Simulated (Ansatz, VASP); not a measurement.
# One calculation of Ru, two programs

Contents of INCAR:

```
SYSTEM = Ru
PREC = Accurate ; ENCUT = 520
EDIFF = 1E-7 ; ISMEAR = -1
SIGMA = 0.1 ; LREAL = .FALSE.
LASPH = .TRUE. ; NELM = 80
ALGO = Normal ; ISIF = 2
LWAVE = .FALSE. ; LCHARG = .TRUE.
GGA = RE ; LELF = .TRUE.
LVHAR = .TRUE. ; NBANDS = 36
```

KPOINTS

```
Automatic mesh
0
G
  15 15 4
  0 0 0
```

Contents of POSCAR:

```
Ru
1.0
    2.7553625308      0.0000000000      0.0000000000
   -1.3776812654      2.3862139483      0.0000000000
    0.0000000000      0.0000000000      8.8456099785
Ru
4
Direct
    0.0000000000      0.0000000000      0.0000000000
    0.0000000000      1.0000000000      0.5000000000
    0.3333333333      0.6666666667      0.2500000000
    0.6666666667      0.3333333333      0.7500000000
```

Input for Ansatz:

```yaml
crystal:
  lattice:
    - [2.7553625308, 0.0, 0.0]
    - [-1.3776812654, 2.3862139483, 0.0]
    - [0.0, 0.0, 8.8456099785]
  atoms:
    - { symbol: Ru, position: [0.0, 0.0, 0.0] }
    - { symbol: Ru, position: [0.0, 1.0, 0.5] }
    - { symbol: Ru, position: [0.3333333333, 0.6666666667, 0.25] }
    - { symbol: Ru, position: [0.6666666667, 0.3333333333, 0.75] }
hamiltonian:
  xc: revpbe
  pseudopotentials:
    kind: paw
    azcp:
      Ru: "pseudopotentials/Ru.paw.azcp"
basis:
  ecutwfc: 420
  fft_grid_basis: typed
kpoints:
  mp_grid: { grid: [15, 15, 4], shift: [0, 0, 0] }
magnetization:
  spin_polarized: false
scf:
  occupations: { method: fermi_dirac, width: 0.1 }
  lower_state_search: "off"
output:
  stress: true
```

Alike in both runs: task single point; functional revPBE; k mesh 15 × 15 × 4; occupations fermi-dirac, width 0.1 eV; no spin polarisation.

|  | VASP | Ansatz |
| --- | --- | --- |
| version | VASP 6.6.1 | Ansatz 0.2.0 |
| potentials or method | VASP PAW PBE potentials, release 64 (Ru_pv), cutoff 520 eV | plane waves (420 eV) with PAW, scalar-relativistic |
| valence electrons in the cell | 56 | 64 |

|  | VASP | Ansatz | Ansatz less VASP |
| --- | --- | --- | --- |
| pressure (GPa) | -10.7 | -10.6 | +0.08 |
| traceless stress, the component that is largest in VASP (GPa) | 0.40 | 0.41 | +0.005 |

VASP's potentials were made for PBE, not for revPBE. The functional is the same, so the differences come from potentials, cutoffs and numerics. VASP's potentials hold 56 valence electrons a cell and Ansatz's 64, so a difference there can come from the potentials and not from the codes.
